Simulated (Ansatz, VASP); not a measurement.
IrPt2 in VASP and in Ansatz

```xyz
3
Lattice="0.0000 2.7797 2.7797 2.7797 0.0000 2.7797 2.7797 2.7797 0.0000" Properties=species:S:1:pos:R:3 pbc="T T T"
Ir    0.0000    0.0000    0.0000
Pt    4.1695    4.1695    4.1695
Pt    2.7797    2.7797    2.7797
```

Change from the starting cell: species swapped into the Cu2Se type (F-43m, No. 216).

Alike in both runs: task relaxation of cell and atoms; functional PBE; k mesh 6 × 6 × 6; occupations gaussian, width 0.2 eV; no spin polarisation.

```csv
,VASP,Ansatz
version,VASP 6.6.1,Ansatz 0.2.0
potentials or method,"VASP PAW PBE potentials, release 64 (Ir, Pt), cutoff 500 eV","scalar-relativistic, plane waves, PAW"
valence electrons in the cell,29,53
```

Ansatz gave:

| Quantity | Value |
| --- | --- |
| gap on the k mesh at the Fermi level, each at its own relaxed structure (eV) | none |
| relaxed volume (Å³/atom) | 18.12 |
| relaxed cell length with the largest relative difference (Å) | 4.252 |

**Question.** What did VASP give for the same quantities?

**Answer.** gap on the k mesh at the Fermi level, each at its own relaxed structure (eV): none; relaxed volume (Å³/atom): 18.10; relaxed cell length with the largest relative difference (Å): 4.251.

A gap of «none» marks a metal or a gap that the smearing closes. VASP's potentials hold 29 valence electrons a cell and Ansatz's 53, so a difference there can come from the potentials and not from the codes.

Spin-orbit coupling is off throughout. Noted on VASP's run: the volume moved by over 15 % at a fixed basis, so the end points are rough.
